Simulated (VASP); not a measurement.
Wanted: the native input for a VASP 6.6.1 run.

```
Task                   : single point
Functional             : r2SCAN
Potentials or basis    : VASP PAW PBE potentials, release 64 (Al, Cu)
Cutoff                 : 520 eV
k mesh                 : 2 × 2 × 2, shifted
Occupations            : gaussian, width 0.1 eV
Spin                   : no spin polarisation
Dipole correction      : no
Further INCAR settings : LREAL = Auto; ALGO = Normal; EDIFF = 1e-07; NBANDS = 84; ISYM = 0
```

The system is Al15Cu8.

```
Al Cu
1.0
     3.97355   -3.97355    5.95244
    -3.97342   -3.97411   -5.95292
     3.97252    3.97343   -5.95181
Al Cu
15 8
Direct
  0.74916 0.12423 0.87441
  0.74615 0.12307 0.37255
  0.24923 0.12301 0.87542
  0.24915 0.12973 0.37967
  0.75165 0.62540 0.87543
  0.74916 0.62426 0.37397
  0.24853 0.61843 0.86810
  0.24893 0.62569 0.37269
  0.24165 0.37059 0.12054
  0.24914 0.37415 0.62434
  0.74903 0.37611 0.12585
  0.74897 0.37063 0.62762
  0.25638 0.87801 0.62769
  0.74946 0.87833 0.12064
  0.74878 0.87240 0.62234
  0.99767 0.24572 0.74679
  0.99812 0.25173 0.25046
  0.50037 0.25145 0.75248
  0.49825 0.25091 0.25128
  0.99987 0.74711 0.74769
  0.99985 0.75233 0.25128
  0.50003 0.74808 0.74691
  0.49810 0.74708 0.24578
```

One way to write it, as run:

POSCAR

```
Al15Cu8
1.0
    3.9735471987     -3.9735531659      5.9524423797
   -3.9734226878     -3.9741078812     -5.9529226867
    3.9725231269      3.9734286550     -5.9518062654
Al Cu
15 8
Direct
    0.7491632036      0.1242280764      0.8744087865
    0.7461462825      0.1230735278      0.3725547607
    0.2492287796      0.1230066983      0.8754234244
    0.2491510635      0.1297304938      0.3796688537
    0.7516528877      0.6253967979      0.8754253739
    0.7491586978      0.6242642449      0.3739681039
    0.2485275272      0.6184318339      0.8681018185
    0.2489302644      0.6256946209      0.3726855648
    0.2416478012      0.3705896942      0.1205415364
    0.2491402882      0.3741459686      0.6243350288
    0.7490270812      0.3761098013      0.1258538378
    0.7489691205      0.3706254848      0.6276238643
    0.2563827626      0.8780147050      0.6276883950
    0.7494605635      0.8783284707      0.1206425363
    0.7487776531      0.8723972143      0.6223366206
    0.9976749578      0.2457213558      0.7467867111
    0.9981160908      0.2517262157      0.2504586486
    0.5003659134      0.2514452519      0.7524818317
    0.4982536143      0.2509108494      0.2512790841
    0.9998667887      0.7471052300      0.7476897155
    0.9998473622      0.7523296098      0.2512826507
    0.5000260805      0.7480753907      0.7469084760
    0.4981004269      0.7470763068      0.2457802888
```

INCAR.step1

```
SYSTEM = Al15Cu8
PREC = Accurate
ENCUT = 520
ISMEAR = 0
SIGMA = 0.1
LREAL = Auto
LASPH = .TRUE.
NELM = 100
ISYM = 0
NBANDS = 84
GGA = PE
ALGO = Normal
EDIFF = 1E-4
LWAVE = .TRUE.
LCHARG = .FALSE.
```

INCAR.step2

```
SYSTEM = Al15Cu8
PREC = Accurate
ENCUT = 520
EDIFF = 1E-7
ISMEAR = 0
SIGMA = 0.1
LREAL = Auto
LASPH = .TRUE.
NELM = 100
ALGO = Normal
ISIF = 2
LWAVE = .FALSE.
LCHARG = .FALSE.
METAGGA = R2SCAN
LMIXTAU = .TRUE.
ISYM = 0
NBANDS = 84
ISTART = 1
```

KPOINTS

```
Automatic mesh
0
Gamma
  2 2 2
  0.5 0.5 0.5
```

Potentials or basis: VASP PAW PBE potentials, release 64 (Al, Cu).

Run with:

```bash
$ cat potpaw_PBE.64/Al/POTCAR potpaw_PBE.64/Cu/POTCAR > POTCAR
$ cp INCAR.step1 INCAR
$ mpirun -np 1 vasp_std > vasp.out
$ cp INCAR.step2 INCAR
$ mpirun -np 1 vasp_std > vasp.out
```

It gave:

```
Pressure               : -0.1 GPa
Largest force          : 0.048 eV/Å
Band gap on the k mesh : zero (an odd number of electrons rules out a gap without spin polarisation)
```

Caveat: the k points lie up to 0.48 Å⁻¹ apart, too coarse for converged energies and pressures of a metal; the PAW data sets were made with another functional, which shifts forces and pressure a little.

It took 12 min on 1 thread of Intel(R) Xeon(R) 6975P-C (Granite Rapids), on a shared host, peak memory 0.65 GiB.
